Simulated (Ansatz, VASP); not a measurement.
**KF in VASP and in Ansatz**

The input INCAR:

```
  ALGO = Normal
  EDIFF = 1E-6
  ENCUT = 520
  GGA = PE
  ISIF = 2
  ISMEAR = -1
  LASPH = T
  LCHARG = T
  LELF = T
  LREAL = F
  LVHAR = T
  LWAVE = F
  NBANDS = 15
  NELM = 80
  PREC = Accurate
  SIGMA = 0.02
```

Contents of KPOINTS:

```
k-points
0
Gamma
  8 8 8
```

The input POSCAR:

```
KF
1.0
    2.9916352555      0.0000000000      0.0000000000
    0.0000000000      3.1788707423      0.0000000000
    0.0000000000      0.0000000000      3.1788707423
K F
1 1
Direct
    0.0000000000      0.0000000000      0.0000000000
    0.5000000000      0.5000000000      0.5000000000
```

Input for Ansatz:

```yaml
crystal:
  lattice:
    - [2.9916352555, 0.0, 0.0]
    - [0.0, 3.1788707423, 0.0]
    - [0.0, 0.0, 3.1788707423]
  atoms:
    - { symbol: K, position: [0.0, 0.0, 0.0] }
    - { symbol: F, position: [0.5, 0.5, 0.5] }
kpoints:
  mp_grid: { grid: [8, 8, 8] }
  band_path:
    path:
      - [0.0, 0.0, 0.0]
      - [0.0, 0.5, 0.0]
      - [0.5, 0.5, 0.0]
      - [0.5, 0.5, 0.5]
      - [0.0, 0.5, 0.5]
    npoints: 1
hamiltonian:
  xc: pbe
scf:
  occupations: { method: fermi_dirac, width: 0.02 }
  n_extra_bands: 4
output:
  forces: true
  stress: true
  eigenvalues: true
```

Change from the starting cell: uniaxial_x strain -5.9%.

Alike in both runs: task single point; functional PBE; k mesh 8 × 8 × 8; occupations fermi-dirac, width 0.02 eV; no spin polarisation.

|  | VASP | Ansatz |
| --- | --- | --- |
| version | VASP 6.6.1 | Ansatz 0.2.0 |
| potentials or method | VASP PAW PBE potentials, release 64 (K_sv, F) | plane waves, PAW |
| plane-wave cutoff (eV) | 520 | 420 |
| valence electrons in the cell | 16 | 16 |

```tsv
	VASP	Ansatz	Ansatz less VASP
gap on the k mesh at the Fermi level (eV)	7.10	7.12	+0.021
pressure (GPa)	6.4	6.2	-0.15
traceless stress, the component that is largest in VASP (GPa)	4.16	4.13	-0.028
```
